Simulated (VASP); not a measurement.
# C in VASP: relaxation of the atoms with PBEsol

Aim: the relaxation of the atoms of C with PBEsol.

Everything below comes from runs of VASP 6.6.1. Logs are shortened: lines on timing, memory, paths and dates and some standing lists are left out, and cuts for length are marked.

## 1. The cell of the first run

The cell holds a slab with vacuum, 14 atoms: a = 2.459 Å, b = 6.730 Å, c = 24.268 Å, α = 90.00°, β = 90.00°, γ = 90.00°.

## 2. Relaxation of the atoms, PBEsol

INCAR

```
SYSTEM = C
ALGO     = Normal         ! electronic algorithm
DIPOL    = 0.5 0.5 0.500
EDIFF    = 1E-7           ! SCF threshold, eV
EDIFFG   = -0.03          ! ionic threshold
ENCUT    = 520            ! plane-wave cutoff, eV
GGA      = PS             ! functional
IBRION   = 2              ! ionic algorithm
IDIPOL   = 3            
ISIF     = 2              ! what is computed and relaxed
ISMEAR   = 0              ! smearing method
KPAR     = 4            
LASPH    = .TRUE.         ! aspherical terms in the spheres
LCHARG   = .FALSE.        ! write CHGCAR
LDIPOL   = .TRUE.       
LREAL    = .FALSE.        ! projectors in reciprocal space
LWAVE    = .FALSE.        ! write WAVECAR
NELM     = 100            ! most SCF steps
NSW      = 90             ! ionic steps
PREC     = Accurate       ! precision mode
SIGMA    = 0.05           ! smearing width, eV
```

KPOINTS

```
k-points
0
G
  11 4 1
  0 0 0
```

POSCAR

```
C
1.0
    2.4588631543      0.0000000000      0.0000000000
    0.0000000000      6.7297643143      0.0000000000
    0.0000000000      0.0000000000     24.2678885212
C
14
Selective dynamics
Direct
    0.5000000000      0.6445927086      0.3502570894  F F F
    0.0000000000      0.5557666168      0.3660292567  F F F
    0.0000000000      0.3780458171      0.3975426984  F F F
    0.5000000000      0.2892197253      0.4133148657  F F F
    0.5000000000      0.1114989255      0.4448283074  F F F
    0.0000000000      0.0226728338      0.4606004747  F F F
    0.0000000000      0.8449520340      0.4921139164  F F F
    0.5000000000      0.7561259422      0.5078860836  T T T
    0.5000000000      0.5784051425      0.5393995253  T T T
    0.0000000000      0.4895790507      0.5551716926  T T T
    0.0000000000      0.3118582510      0.5866851343  T T T
    0.5000000000      0.2230321592      0.6024573016  T T T
    0.5000000000      0.0453113594      0.6339707433  T T T
    0.0000000000      0.9564852677      0.6497429106  T T T
```

Potentials or basis: VASP PAW PBE potentials, release 64 (C).

The run is started by

```sh
$ cat potpaw_PBE.64/C/POTCAR > POTCAR
$ mpirun -np 4 vasp_std > vasp.out
```

OUTCAR:

```text
SYSTEM = C
   EDIFF = 1E-7
   EDIFFG = -0.03
   ENCUT = 520
   GGA = PS
   IBRION = 2
   ISIF = 2
   ISMEAR = 0
   LASPH = .TRUE.
   LREAL = .FALSE.
   NELM = 100
   NSW = 90
   PREC = Accurate

 ion  position               nearest neighbor table
   1  0.500  0.645  0.350-   2 1.42   2 1.42
   2  0.000  0.556  0.366-   3 1.42   1 1.42   1 1.42
   3  0.000  0.378  0.398-   2 1.42   4 1.42   4 1.42
   4  0.500  0.289  0.413-   5 1.42   3 1.42   3 1.42
   5  0.500  0.111  0.445-   4 1.42   6 1.42   6 1.42
   6  0.000  0.023  0.461-   7 1.42   5 1.42   5 1.42
   7  0.000  0.845  0.492-   6 1.42   8 1.42   8 1.42
   8  0.500  0.756  0.508-   9 1.42   7 1.42   7 1.42
   9  0.500  0.578  0.539-   8 1.42  10 1.42  10 1.42
  10  0.000  0.490  0.555-  11 1.42   9 1.42   9 1.42
  11  0.000  0.312  0.587-  10 1.42  12 1.42  12 1.42
  12  0.500  0.223  0.602-  13 1.42  11 1.42  11 1.42
  13  0.500  0.045  0.634-  12 1.42  14 1.42  14 1.42
  14  0.000  0.956  0.650-  13 1.42  13 1.42

  LATTYP: Found a simple orthorhombic cell.
 ALAT       =     2.4588631543
 B/A-ratio  =     2.7369413798
 C/A-ratio  =     9.8695563756

  Lattice vectors:

 A1 = (   2.4588631543,   0.0000000000,   0.0000000000)
 A2 = (   0.0000000000,   6.7297643143,   0.0000000000)
 A3 = (   0.0000000000,   0.0000000000,  24.2678885212)

Analysis of symmetry for initial positions (statically):
=====================================================================
 Subroutine PRICEL returns:
 Original cell was already a primitive cell.

 Routine SETGRP: Setting up the symmetry group for a
 simple orthorhombic supercell.

 Subroutine GETGRP returns: Found  4 space group operations
 (whereof  2 operations were pure point group operations)
 out of a pool of  8 trial point group operations.

The static configuration has the point symmetry C_1h.
 The point group associated with its full space group is C_2h.

Analysis of symmetry for dynamics (positions and initial velocities):
=====================================================================
 Subroutine PRICEL returns:
 Original cell was already a primitive cell.

 Routine SETGRP: Setting up the symmetry group for a
 simple orthorhombic supercell.

 Subroutine GETGRP returns: Found  4 space group operations
 (whereof  2 operations were pure point group operations)
 out of a pool of  8 trial point group operations.

The dynamic configuration has the point symmetry C_1h.
 The point group associated with its full space group is C_2h.

Analysis of constrained symmetry for selective dynamics:
=====================================================================
 Subroutine PRICEL returns:
 Original cell was already a primitive cell.

 Routine SETGRP: Setting up the symmetry group for a
 simple orthorhombic supercell.

 Subroutine GETGRP returns: Found  2 space group operations
 (whereof  2 operations were pure point group operations)
 out of a pool of  8 trial point group operations.

The constrained configuration has the point symmetry C_1h.

 Subroutine INISYM returns: Found  2 space group operations
 (whereof  2 operations are pure point group operations),
 and found     1 'primitive' translations

----------------------------------------------------------------------------------------

                                     Primitive cell

  volume of cell :     401.5746

  direct lattice vectors                    reciprocal lattice vectors
     2.458863154  0.000000000  0.000000000     0.406692011  0.000000000  0.000000000
     0.000000000  6.729764314  0.000000000     0.000000000  0.148593614  0.000000000
     0.000000000  0.000000000 24.267888521     0.000000000  0.000000000  0.041206716

  length of vectors
     2.458863154  6.729764314 24.267888521     0.406692011  0.148593614  0.041206716

  position of ions in fractional coordinates (direct lattice)
     0.500000000  0.644592709  0.350257089
     0.000000000  0.555766617  0.366029257
     0.000000000  0.378045817  0.397542698
     0.500000000  0.289219725  0.413314866
     0.500000000  0.111498926  0.444828307
     0.000000000  0.022672834  0.460600475
     0.000000000  0.844952034  0.492113916
     0.500000000  0.756125942  0.507886084
     0.500000000  0.578405143  0.539399525
     0.000000000  0.489579051  0.555171693
     0.000000000  0.311858251  0.586685134
     0.500000000  0.223032159  0.602457302
     0.500000000  0.045311359  0.633970743
     0.000000000  0.956485268  0.649742911

  ion indices of the primitive-cell ions
   primitive index   ion index
                 1           1
                 2           2
                 3           3
                 4           4
                 5           5
                 6           6
                 7           7
                 8           8
                 9           9
                10          10
                11          11
                12          12
                13          13
                14          14

----------------------------------------------------------------------------------------

 KPOINTS: k-points

Automatic generation of k-mesh.
 Grid dimensions read from file:
 generate k-points for:   11    4    1

 Generating k-lattice:

  Cartesian coordinates                     Fractional coordinates (reciprocal lattice)
     0.036972001  0.000000000  0.000000000     0.090909091  0.000000000  0.000000000
     0.000000000  0.037148403  0.000000000     0.000000000  0.250000000  0.000000000
     0.000000000  0.000000000  0.041206716     0.000000000  0.000000000  1.000000000

  Length of vectors
     0.036972001  0.037148403  0.041206716

  Shift w.r.t. Gamma in fractional coordinates (k-lattice)
     0.000000000  0.000000000  0.000000000

 Subroutine IBZKPT returns following result:
 ===========================================

 Found     18 irreducible k-points:

 Following reciprocal coordinates:
            Coordinates               Weight
  0.000000  0.000000  0.000000      1.000000
  0.090909  0.000000  0.000000      2.000000
  0.181818  0.000000  0.000000      2.000000
  0.272727  0.000000  0.000000      2.000000
  0.363636  0.000000  0.000000      2.000000
  0.454545  0.000000  0.000000      2.000000
[... 10 lines left out ...]
  0.363636  0.500000  0.000000      2.000000
  0.454545  0.500000  0.000000      2.000000
   k-points           NKPTS =     18   k-points in BZ     NKDIM =     18   number of bands    NBANDS=     36
   number of dos      NEDOS =    301   number of ions     NIONS =     14
   total plane-waves  NPLWV = 162000
   dimension x,y,z NGX =    18 NGY =   50 NGZ =  180
   dimension x,y,z NGXF=    36 NGYF=  100 NGZF=  360
   ions per type =              14
   NGX,Y,Z   is equivalent  to a cutoff of  12.17, 12.35, 12.33 a.u.
   NGXF,Y,Z  is equivalent  to a cutoff of  24.34, 24.70, 24.66 a.u.
 SYSTEM =  C
   PREC   = accura    normal or accurate (medium, high low for compatibility)
   ISTART =      0    job   : 0-new  1-cont  2-samecut
   ICHARG =      2    charge: 1-file 2-atom 10-const
   ISPIN  =      1    spin polarized calculation?
   LNONCOLLINEAR =      F non collinear calculations
   LSORBIT =      F    spin-orbit coupling
   LASPH  =      T    aspherical Exc in radial PAW
   ENCUT  =  520.0 eV  38.22 Ry    6.18 a.u.   4.57 12.51 45.12*2*pi/ulx,y,z
   NELM   =    100;   NELMIN=  2; NELMDL= -5     # of ELM steps
   EDIFF  = 0.1E-06   stopping-criterion for ELM
   LREAL  =      F    real-space projection
   EDIFFG = -.3E-01   stopping-criterion for IOM
   NSW    =     90    number of steps for IOM
   IBRION =      2    ionic relax: 0-MD 1-quasi-New 2-CG
   NFREE  =      1    steps in history (QN), initial steepest desc. (CG)
   ISIF   =      2    stress and relaxation
   ISYM   =      2    0-nonsym 1-usesym 2-fastsym
   POTIM  = 0.5000    time-step for ionic-motion
   TEBEG  =    0.0;   TEEND  =   0.0 temperature during run
   PSTRESS=    0.0 pullay stress
   NELECT =      56.0000    total number of electrons
   NUPDOWN=      -1.0000    fix difference up-down
   EMIN   =  10.00;   EMAX   =-10.00  energy-range for DOS
   EFERMI =   0.00;   METHOD = LEGACY
   ISMEAR =     0;   SIGMA  =   0.05  broadening in eV -4-tet -1-fermi 0-gaus
   EFERMI_NEDOS =   21; number of points for ismear=-14 and -15
   IALGO  =     38    algorithm
   IMIX   =      4    mixing-type and parameters
     AMIX     =   0.40;   BMIX     =  1.00
     AMIX_MAG =   1.60;   BMIX_MAG =  1.00
  volume/ion in A,a.u.               =      28.68       193.57
  Fermi-wavevector in a.u.,A,eV,Ry     =   0.848950  1.604283  9.805938  0.720716
  Thomas-Fermi vector in A             =   1.964694
   LORBIT       =      0    0 simple, 1 ext, 2 COOP (PROOUT), +10 PAW based schemes
   GGA     = PS    functional components
   LHFCALC =     F    Hartree Fock is set to
   AEXX    =    0.0000 exact exchange contribution
   IVDW    =     0    specifies the selected vdW correction
   LEPSILON=     F    determine dielectric tensor
   LRPA    =     F    only Hartree local field effects (RPA)
 conjugate gradient relaxation of ions
 non-spin polarized calculation
 Gauss-broadening in eV      SIGMA  =   0.05
  energy-cutoff  :      520.00
  volume of cell :      401.57
 maximum number of plane-waves:     10915
   NGX =  9   NGY = 25   NGZ = 91

--------------------------------------- Ionic step        1  -------------------------------------------

 number of electron      56.0000014 magnetization

 Free energy of the ion-electron system (eV)
  ---------------------------------------------------
  ext. energy  EPLUGINS =         0.00000000
  ---------------------------------------------------
  free energy    TOTEN  =      -128.03760115 eV

  energy without entropy =     -128.01638259  energy(sigma->0) =     -128.02699187

------------------------ aborting loop because EDIFF is reached ----------------------------------------

 vacuum level on the upper side and lower side of the slab       (xc-potential included)        -0.053        -0.053

  FORCE on cell =-STRESS in cart. coord.  units (eV):
  Direction    XX          YY          ZZ          XY          YZ          ZX
  --------------------------------------------------------------------------------------
  -------------------------------------------------------------------------------------
  Total        1.0872689      0.5954291      0.1363643      0.0000000     -0.4440674      0.0000000
  in kB        4.3379179      2.3756061      0.5440578      0.0000000     -1.7717127      0.0000000
  external PRESSURE =       2.4191939 kB  Pullay stress =       0.0000000 kB
[... 125 lines left out ...]
  FREE ENERGIE OF THE ION-ELECTRON SYSTEM (eV)
  ---------------------------------------------------
  free  energy   TOTEN  =      -128.1143150664 eV

  energy  without entropy=     -128.0938752820  energy(sigma->0) =     -128.10409517

 dipolmoment           0.000000      0.000000      0.045209 electrons x Angstroem

[... ionic steps 4 to 10 ...]

--------------------------------------- Ionic step       11  -------------------------------------------

 number of electron      56.0000014 magnetization

------------------------ aborting loop because EDIFF is reached ----------------------------------------
[... 91 lines left out ...]
--------------------------------------- Ionic step       13  -------------------------------------------

 number of electron      56.0000015 magnetization

 dipolmoment           0.000000      0.000000     -0.037033 electrons x Angstroem

 Free energy of the ion-electron system (eV)
  ---------------------------------------------------
  ext. energy  EPLUGINS =         0.00000000
  ---------------------------------------------------
  free energy    TOTEN  =      -128.12100074 eV

  energy without entropy =     -128.10063565  energy(sigma->0) =     -128.11081820

 E-fermi :  -2.4665     XC(G=0):  -3.8452

 val. band max:       -2.4705394405   @ k =   0.1818   0.0000   0.0000
 cond. band min:      -2.4623812705   @ k =   0.1818   0.2500   0.0000
 fundamental gap:      0.0081581701
 Fermi energy:        -2.4664903150

 k-point     1 :       0.0000    0.0000    0.0000
  band No.  band energies     occupation
      1     -21.8769      2.00000
      2     -21.4522      2.00000
      3     -20.8406      2.00000
      4     -20.0846      2.00000
      5     -19.1499      2.00000
      6     -18.0110      2.00000
[... 691 lines left out ...]
     35       0.5507      0.00000
     36       1.2387      0.00000

------------------------ aborting loop because EDIFF is reached ----------------------------------------

 vacuum level on the upper side and lower side of the slab       (xc-potential included)        -0.220         0.184

  FORCE on cell =-STRESS in cart. coord.  units (eV):
  Direction    XX          YY          ZZ          XY          YZ          ZX
  --------------------------------------------------------------------------------------
  -------------------------------------------------------------------------------------
  Total        2.7233843      0.4455549      0.0895019      0.0000000     -0.3409389      0.0000000
  in kB       10.8655900      1.7776474      0.3570893      0.0000000     -1.3602571      0.0000000
  external PRESSURE =       4.3334422 kB  Pullay stress =       0.0000000 kB
[... 29 lines left out ...]
  FREE ENERGIE OF THE ION-ELECTRON SYSTEM (eV)
  ---------------------------------------------------
  free  energy   TOTEN  =      -128.1210007419 eV

  energy  without entropy=     -128.1006356532  energy(sigma->0) =     -128.11081820

 reached required accuracy - stopping structural energy minimisation

 vacuum level on the upper side and lower side of the slab         2.847         3.274
```

Wall time 36 min (4 MPI ranks of Intel Xeon Platinum 8259CL at 2.50GHz (Skylake/Cascade Lake), shared host); peak memory 0.53 GiB.

Results:

| Item | Value |
| --- | --- |
| Free energy | -128.1210 eV |
| Energy gained by relaxing | 6.0 meV/atom |
| Ionic steps | 13 |
| Band gap on the k mesh | zero (bands 28 and 29 overlap by 0.14 eV) |

The path:
| step | energy change (eV) | largest force on free atoms (eV/Å) | pressure (GPa) |
| --- | --- | --- | --- |
| 1 | 0.0000 | 2.5567 | 0.24 |
| 2 | 0.1364 | 3.1491 | 0.79 |
| 3 | -0.0767 | 0.6575 | 0.37 |
| 4 | -0.0706 | 0.8892 | 0.47 |
| 5 | -0.0820 | 0.2119 | 0.41 |
| 6 | -0.0820 | 0.3714 | 0.44 |
| 7 | -0.0830 | 0.1004 | 0.42 |
| 8 | -0.0831 | 0.1449 | 0.43 |
| 9 | -0.0832 | 0.0705 | 0.43 |
| 10 | -0.0833 | 0.0404 | 0.43 |
| 11 | -0.0833 | 0.0535 | 0.43 |
| 12 | -0.0834 | 0.0583 | 0.43 |
| 13 | -0.0834 | 0.0253 | 0.43 |

Final structure:
```
C
1.0
     2.45886    0.00000    0.00000
     0.00000    6.72976    0.00000
     0.00000    0.00000   24.26789
C
14
Cartesian
  1.2294 4.3380 8.5000
  0.0000 3.7402 8.8828
  0.0000 2.5442 9.6475
  1.2294 1.9464 10.0303
  1.2294 0.7504 10.7950
  0.0000 0.1526 11.1778
  0.0000 5.6863 11.9426
  1.2294 5.0878 12.3246
  1.2294 3.8901 13.0922
  0.0000 3.2956 13.4742
  0.0000 2.0926 14.2438
  1.2294 1.5058 14.6209
  1.2294 0.2697 15.4110
  0.0000 6.4668 15.7402
```

Caveat: the PAW data sets were made with another functional, which shifts forces and pressure a little.
